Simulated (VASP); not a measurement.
# TiO2 (P1) in VASP: single point with PBE

Aim: the single point of TiO2 with PBE.

Everything below comes from runs of VASP 6.6.1. Logs are shortened: lines on timing, memory, paths and dates and some standing lists are left out, and cuts for length are marked.

## Step 1: The cell of the first run

The typed cell holds 30 atoms: a = 7.720 Å, b = 7.720 Å, c = 7.720 Å, α = 102.18°, β = 113.24°, γ = 113.24°.

## Step 2: Single point, PBE

Input file INCAR:

```
SYSTEM = TiO2
ALGO = Normal ; EDIFF = 1E-6
ENCUT = 520 ; GGA = PE
ISIF = 2 ; ISMEAR = 0
LASPH = .True. ; LCHARG = .False.
LREAL = Auto ; LWAVE = .False.
NBANDS = 141 ; NELM = 100
PREC = Accurate ; SIGMA = 0.02
```

Input file KPOINTS:

```
Automatic mesh
0
Gamma
  2 2 2
  0.5 0.5 0.5
```

Input file POSCAR:

```
TiO2
1.0
   -1.8995999942     -5.6987999826      4.8488731938
   -5.6987999826      1.8995999942     -4.8488731938
    5.6987999826     -1.8995999942     -4.8488731938
Ti O
10 20
Direct
    0.3988338094      0.7990991762      0.5990469087
   -0.0011607789     -0.0009786883     -0.0009712118
    0.1988786196      0.3991020721      0.7990880603
    0.7988798183      0.5991303097      0.1991104133
    0.5988589411      0.1990820032      0.3990517604
    0.4990689701      0.2492186983      0.7491679594
    0.0990066472      0.4491529118      0.1491250395
    0.2990731400      0.8491858695      0.9491432238
    0.8990822105      0.0492567310      0.3491590034
    0.6990377849      0.6491998720      0.5491293611
    0.4989984158      0.0426756733      0.5426592195
    0.0989739113      0.2426667291      0.9426549868
    0.2990333104      0.6427071557      0.7427002942
    0.8989602028      0.8426826251      0.1426433370
    0.6988417297      0.4426461329      0.3425705318
    0.3989269346      0.5927014893      0.3926247550
    0.9989163003      0.7926442414      0.7926019843
    0.1989520111      0.1926952597      0.5926075279
    0.7989555936      0.3926477068      0.9926922831
    0.5989548010      0.9926868124      0.1926017813
    0.4989563695      0.4556366941      0.9555552582
    0.0989031881      0.6556121872      0.3556359623
    0.2989120817      0.0555290310      0.1555805400
    0.8989766557      0.2556682597      0.5555275679
    0.6989416895      0.8556091996      0.7555997292
    0.3988763570      0.0056010323      0.8055245380
    0.9989051485      0.2055982611      0.2055353829
    0.1988891523      0.6055882630      0.0055587538
    0.7989071651      0.8056134733      0.4055524531
    0.5989429980      0.4056137968      0.6055640925
```

Potentials or basis: VASP PAW PBE potentials, release 64 (Ti_sv, O).

On the command line:

```sh
cat potpaw_PBE.64/Ti_sv/POTCAR potpaw_PBE.64/O/POTCAR > POTCAR
mpirun -np 1 vasp_std > vasp.out
```

OUTCAR:

```text
SYSTEM = TiO2
   EDIFF = 1E-6
   ENCUT = 520
   GGA = PE
   ISIF = 2
   ISMEAR = 0
   LASPH = .True.
   LREAL = Auto
   NELM = 100
   PREC = Accurate

 ion  position               nearest neighbor table
   1  0.399  0.799  0.599-  22 1.95  13 1.95  11 1.95  25 1.95  16 2.00  26 2.00
   2  0.999  0.999  0.999-  25 1.95  14 1.95  12 1.95  23 1.95  17 2.00  27 2.00
   3  0.199  0.399  0.799-  24 1.95  12 1.95  13 1.95  21 1.95  28 2.00  18 2.00
   4  0.799  0.599  0.199-  15 1.95  21 1.95  22 1.95  14 1.95  29 2.00  19 2.00
   5  0.599  0.199  0.399-  23 1.95  11 1.95  15 1.95  24 1.95  20 2.00  30 2.00
   6  0.499  0.249  0.749-  19 1.95  30 1.95  26 1.95  18 1.95  21 2.00  11 2.00
   7  0.099  0.449  0.149-  16 1.95  28 1.95  27 1.95  19 1.95  12 2.00  22 2.00
   8  0.299  0.849  0.949-  20 1.95  26 1.95  28 1.95  17 1.95  13 2.00  23 2.00
   9  0.899  0.049  0.349-  18 1.95  27 1.95  29 1.95  20 1.95  24 2.00  14 2.00
  10  0.699  0.649  0.549-  17 1.95  29 1.95  30 1.95  16 1.95  15 2.00  25 2.00
  11  0.499  0.043  0.543-   5 1.95   1 1.95   6 2.00
  12  0.099  0.243  0.943-   3 1.95   2 1.95   7 2.00
  13  0.299  0.643  0.743-   1 1.95   3 1.95   8 2.00
  14  0.899  0.843  0.143-   2 1.95   4 1.95   9 2.00
  15  0.699  0.443  0.343-   4 1.95   5 1.95  10 2.00
  16  0.399  0.593  0.393-   7 1.95  10 1.95   1 2.00
[... 12 lines left out ...]
  29  0.799  0.806  0.406-  10 1.95   9 1.95   4 2.00
  30  0.599  0.406  0.606-   6 1.95  10 1.95   5 2.00

  LATTYP: Found a body centered tetragonal cell.
 ALAT       =     8.4952694342
 C/A-ratio  =     1.1415466528

  Lattice vectors:

 A1 = (   5.6987999826,  -1.8995999942,   4.8488731938)
 A2 = (  -5.6987999826,   1.8995999942,   4.8488731938)
 A3 = (  -1.8995999942,  -5.6987999826,  -4.8488731938)

Analysis of symmetry for initial positions (statically):
=====================================================================
 Subroutine PRICEL returns:
 Original cell was already a primitive cell.

 Routine SETGRP: Setting up the symmetry group for a
 body centered tetragonal supercell.

 Subroutine GETGRP returns: Found  1 space group operations
 (whereof  1 operations were pure point group operations)
 out of a pool of 16 trial point group operations.

The static configuration has the point symmetry C_1 .

Analysis of symmetry for dynamics (positions and initial velocities):
=====================================================================
 Subroutine PRICEL returns:
 Original cell was already a primitive cell.

 Routine SETGRP: Setting up the symmetry group for a
 body centered tetragonal supercell.

 Subroutine GETGRP returns: Found  1 space group operations
 (whereof  1 operations were pure point group operations)
 out of a pool of 16 trial point group operations.

The dynamic configuration has the point symmetry C_1 .

 Subroutine INISYM returns: Found  1 space group operations
 (whereof  1 operations are pure point group operations),
 and found     1 'primitive' translations

----------------------------------------------------------------------------------------

                                     Primitive cell

  volume of cell :     349.9413

  direct lattice vectors                    reciprocal lattice vectors
    -1.899599994 -5.698799983  4.848873194    -0.052642662 -0.157927985  0.000000000
    -5.698799983  1.899599994 -4.848873194    -0.105285324 -0.052642662 -0.103116741
     5.698799983 -1.899599994 -4.848873194     0.052642662 -0.105285324 -0.103116741

  length of vectors
     7.719868692  7.719868692  7.719868692     0.166470713  0.156490611  0.156490611

  position of ions in fractional coordinates (direct lattice)
     0.398833809  0.799099176  0.599046909
     0.998839221  0.999021312  0.999028788
     0.198878620  0.399102072  0.799088060
     0.798879818  0.599130310  0.199110413
     0.598858941  0.199082003  0.399051760
     0.499068970  0.249218698  0.749167959
[... 22 lines left out ...]
     0.798907165  0.805613473  0.405552453
     0.598942998  0.405613797  0.605564093

  ion indices of the primitive-cell ions
   primitive index   ion index
                 1           1
                 2           2
                 3           3
                 4           4
                 5           5
                 6           6
[... 22 lines left out ...]
                29          29
                30          30

----------------------------------------------------------------------------------------

 KPOINTS: Automatic mesh

Automatic generation of k-mesh.
 Grid dimensions read from file:
 generate k-points for:    2    2    2

 Generating k-lattice:

  Cartesian coordinates                     Fractional coordinates (reciprocal lattice)
    -0.026321331 -0.078963993  0.000000000     0.500000000  0.000000000 -0.000000000
    -0.052642662 -0.026321331 -0.051558370    -0.000000000  0.500000000  0.000000000
     0.026321331 -0.052642662 -0.051558370     0.000000000  0.000000000  0.500000000

  Length of vectors
     0.083235357  0.078245306  0.078245306

  Shift w.r.t. Gamma in fractional coordinates (k-lattice)
     0.500000000  0.500000000  0.500000000

 Subroutine IBZKPT returns following result:
 ===========================================

 Found      4 irreducible k-points:

 Following reciprocal coordinates:
            Coordinates               Weight
  0.250000  0.250000  0.250000      2.000000
 -0.250000  0.250000  0.250000      2.000000
  0.250000 -0.250000  0.250000      2.000000
 -0.250000 -0.250000  0.250000      2.000000
   k-points           NKPTS =      4   k-points in BZ     NKDIM =      4   number of bands    NBANDS=    141
   number of dos      NEDOS =    301   number of ions     NIONS =     30
   total plane-waves  NPLWV = 216000
   dimension x,y,z NGX =    60 NGY =   60 NGZ =   60
   dimension x,y,z NGXF=   120 NGYF=  120 NGZF=  120
   ions per type =              10  20
   NGX,Y,Z   is equivalent  to a cutoff of  12.92, 12.92, 12.92 a.u.
   NGXF,Y,Z  is equivalent  to a cutoff of  25.84, 25.84, 25.84 a.u.
 SYSTEM =  TiO2
   PREC   = accura    normal or accurate (medium, high low for compatibility)
   ISTART =      0    job   : 0-new  1-cont  2-samecut
   ICHARG =      2    charge: 1-file 2-atom 10-const
   ISPIN  =      1    spin polarized calculation?
   LNONCOLLINEAR =      F non collinear calculations
   LSORBIT =      F    spin-orbit coupling
   LASPH  =      T    aspherical Exc in radial PAW
   ENCUT  =  520.0 eV  38.22 Ry    6.18 a.u.  14.35 14.35 14.35*2*pi/ulx,y,z
   NELM   =    100;   NELMIN=  2; NELMDL= -5     # of ELM steps
   EDIFF  = 0.1E-05   stopping-criterion for ELM
   LREAL  =      T    real-space projection
   EDIFFG = 0.1E-04   stopping-criterion for IOM
   NSW    =      0    number of steps for IOM
   IBRION =     -1    ionic relax: 0-MD 1-quasi-New 2-CG
   NFREE  =      0    steps in history (QN), initial steepest desc. (CG)
   ISIF   =      2    stress and relaxation
   ISYM   =      2    0-nonsym 1-usesym 2-fastsym
   POTIM  = 0.5000    time-step for ionic-motion
   TEBEG  =    0.0;   TEEND  =   0.0 temperature during run
   PSTRESS=    0.0 pullay stress
   NELECT =     240.0000    total number of electrons
   NUPDOWN=      -1.0000    fix difference up-down
   EMIN   =  10.00;   EMAX   =-10.00  energy-range for DOS
   EFERMI =   0.00;   METHOD = LEGACY
   ISMEAR =     0;   SIGMA  =   0.02  broadening in eV -4-tet -1-fermi 0-gaus
   EFERMI_NEDOS =   21; number of points for ismear=-14 and -15
   IALGO  =     38    algorithm
   IMIX   =      4    mixing-type and parameters
     AMIX     =   0.40;   BMIX     =  1.00
     AMIX_MAG =   1.60;   BMIX_MAG =  1.00
  volume/ion in A,a.u.               =      11.66        78.72
  Fermi-wavevector in a.u.,A,eV,Ry     =   1.443711  2.728218 28.358634  2.084301
  Thomas-Fermi vector in A             =   2.562088
   LORBIT       =      0    0 simple, 1 ext, 2 COOP (PROOUT), +10 PAW based schemes
   GGA     = PE    functional components
   LHFCALC =     F    Hartree Fock is set to
   AEXX    =    0.0000 exact exchange contribution
   IVDW    =     0    specifies the selected vdW correction
   LEPSILON=     F    determine dielectric tensor
   LRPA    =     F    only Hartree local field effects (RPA)
 non-spin polarized calculation
 Gauss-broadening in eV      SIGMA  =   0.02
  energy-cutoff  :      520.00
  volume of cell :      349.94
 maximum number of plane-waves:      9446
 NGX is ok and might be reduce to    60
   NGX = 29   NGY = 29   NGZ = 29

 number of electron     240.0000005 magnetization

 Free energy of the ion-electron system (eV)
  ---------------------------------------------------
  ext. energy  EPLUGINS =         0.00000000
  ---------------------------------------------------
  free energy    TOTEN  =      -269.32713876 eV

  energy without entropy =     -269.32713876  energy(sigma->0) =     -269.32713876

 E-fermi :   3.2769     XC(G=0): -10.5926

 val. band max:        3.0490101351   @ k =   0.2500  -0.2500   0.2500
 cond. band min:       5.3451361039   @ k =  -0.2500   0.2500   0.2500
 fundamental gap:      2.2961259688
 Fermi energy:         3.2768852748

 k-point     1 :       0.2500    0.2500    0.2500
  band No.  band energies     occupation
      1     -53.3032      2.00000
      2     -53.3031      2.00000
      3     -53.3028      2.00000
      4     -53.3027      2.00000
      5     -53.2861      2.00000
      6     -53.2860      2.00000
[... 124 lines left out ...]
    131       6.5306      0.00000
    132       6.5312      0.00000

 k-point     2 :      -0.2500    0.2500    0.2500
  band No.  band energies     occupation
      1     -53.3083      2.00000
      2     -53.2990      2.00000
      3     -53.2987      2.00000
      4     -53.2986      2.00000
      5     -53.2985      2.00000
      6     -53.2769      2.00000
[... 124 lines left out ...]
    131       6.6255      0.00000
    132       6.6258      0.00000

 k-point     3 :       0.2500   -0.2500    0.2500
  band No.  band energies     occupation
      1     -53.3118      2.00000
      2     -53.3009      2.00000
      3     -53.2984      2.00000
      4     -53.2912      2.00000
      5     -53.2905      2.00000
      6     -53.2876      2.00000
[... 124 lines left out ...]
    131       6.4783      0.00000
    132       6.5528      0.00000

 k-point     4 :      -0.2500   -0.2500    0.2500
  band No.  band energies     occupation
      1     -53.3118      2.00000
      2     -53.3009      2.00000
      3     -53.2984      2.00000
      4     -53.2912      2.00000
      5     -53.2905      2.00000
      6     -53.2876      2.00000
[... 124 lines left out ...]
    131       6.4789      0.00000
    132       6.5530      0.00000
 [bands above 132 left out]

------------------------ aborting loop because EDIFF is reached ----------------------------------------

  FORCE on cell =-STRESS in cart. coord.  units (eV):
  Direction    XX          YY          ZZ          XY          YZ          ZX
  --------------------------------------------------------------------------------------
  -------------------------------------------------------------------------------------
  Total        1.5023687      1.4672211      1.8011517     -0.0075322     -0.0169414     -0.0186005
  in kB        6.8784721      6.7175517      8.2464256     -0.0344855     -0.0775650     -0.0851608
  external PRESSURE =       7.2808165 kB  Pullay stress =       0.0000000 kB

 VOLUME and BASIS-vectors are now :
 -----------------------------------------------------------------------------
  energy-cutoff  :      520.00
  volume of cell :      349.94
      direct lattice vectors                 reciprocal lattice vectors
    -1.899599994 -5.698799983  4.848873194    -0.052642662 -0.157927985  0.000000000
    -5.698799983  1.899599994 -4.848873194    -0.105285324 -0.052642662 -0.103116741
     5.698799983 -1.899599994 -4.848873194     0.052642662 -0.105285324 -0.103116741

 POSITION                                       TOTAL-FORCE (eV/Angst)
 -----------------------------------------------------------------------------------
     -1.89768     -1.89285     -4.84554        -0.000334     -0.005313     -0.001497
     -1.89735     -5.69220     -4.84505        -0.002359     -0.002158     -0.004295
      1.90165     -1.89318     -4.84553        -0.001201     -0.002890     -0.003297
     -3.79719     -3.79278      0.00310        -0.001777     -0.001672     -0.001270
      0.00200     -3.79264      0.00352        -0.001250     -0.000896     -0.004149
      1.90108     -3.79380     -2.42113        -0.000056     -0.000364     -0.001481
[... 22 lines left out ...]
     -3.79747     -3.79286     -1.99899        -0.001206      0.000004     -0.015900
      0.00172     -3.79308     -1.99887         0.002082      0.000644     -0.014947
 -----------------------------------------------------------------------------------
    total drift:                               -0.004722     -0.005160     -0.040994

  FREE ENERGIE OF THE ION-ELECTRON SYSTEM (eV)
  ---------------------------------------------------
  free  energy   TOTEN  =      -269.3271387594 eV

  energy  without entropy=     -269.3271387594  energy(sigma->0) =     -269.32713876
```

It took 3.6 min on 1 thread of Intel Xeon 6975P-C (Granite Rapids), shared host; peak memory 0.53 GiB.

What came out:

```
Free energy            : -269.3271 eV
Pressure               : 0.7 GPa
Largest force          : 0.018 eV/Å
Band gap on the k mesh : 2.30 eV
```

Forces on the atoms (eV/Å):
```
Ti   0.000 -0.005 -0.001
Ti  -0.002 -0.002 -0.004
Ti  -0.001 -0.003 -0.003
Ti  -0.002 -0.002 -0.001
Ti  -0.001 -0.001 -0.004
Ti   0.000  0.000 -0.001
Ti   0.000 -0.001 -0.004
Ti   0.001  0.000 -0.003
Ti   0.001  0.000  0.001
Ti   0.002  0.002 -0.004
O   -0.002  0.000  0.017
O   -0.001  0.000  0.018
O    0.001  0.002  0.017
O    0.001  0.000  0.018
O    0.000  0.000  0.018
O    0.001  0.000  0.017
O   -0.001 -0.002  0.018
O    0.001 -0.002  0.018
O   -0.001  0.004  0.018
O    0.000  0.001  0.017
O    0.001  0.001 -0.014
O    0.000  0.001 -0.013
O   -0.001  0.001 -0.016
O    0.002  0.002 -0.017
O    0.000  0.003 -0.014
O    0.000  0.000 -0.016
O    0.002  0.000 -0.015
O   -0.001  0.001 -0.014
O   -0.001  0.000 -0.016
O    0.002  0.001 -0.015
```

Stress tensor (GPa, compression positive):
```
 0.69  0.00 -0.01
 0.00  0.67 -0.01
-0.01 -0.01  0.82
```

Caveat: a shifted mesh leaves out Γ, where band edges can lie.
